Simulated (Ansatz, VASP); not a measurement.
Zn2C: VASP beside Ansatz

```
C Zn
1.0
     0.00000    2.57795    2.57795
     2.57795    0.00000    2.57795
     2.57795    2.57795    0.00000
C Zn
1 2
Cartesian
  0.0000 0.0000 0.0000
  1.2890 1.2890 1.2890
  3.8669 3.8669 3.8669
```

Alike in both runs: task single point; functional HSE06; k mesh 4 × 4 × 4; occupations fermi-dirac, width 0.02 eV; no spin polarisation.

```csv
,VASP,Ansatz
version,VASP 6.6.1,Ansatz 0.2.0
potentials or method,"VASP PAW PBE potentials, release 64 (C, Zn)","plane waves, PAW"
plane-wave cutoff (eV),520,420
valence electrons in the cell,28,28
```

Ansatz gave:

* gap on the k mesh at the Fermi level (eV): 0.81
* pressure (GPa): 1.0

**Question.** Which values does VASP return?

**Answer.** gap on the k mesh at the Fermi level (eV): 0.82; pressure (GPa): 1.6.

With one functional, cell and mesh, what is left measures potentials, basis and numerics. Ansatz's warnings: stress exchange threshold loose, stress scf threshold loose.

The k mesh is coarse, so the values compare programs but aren't converged.
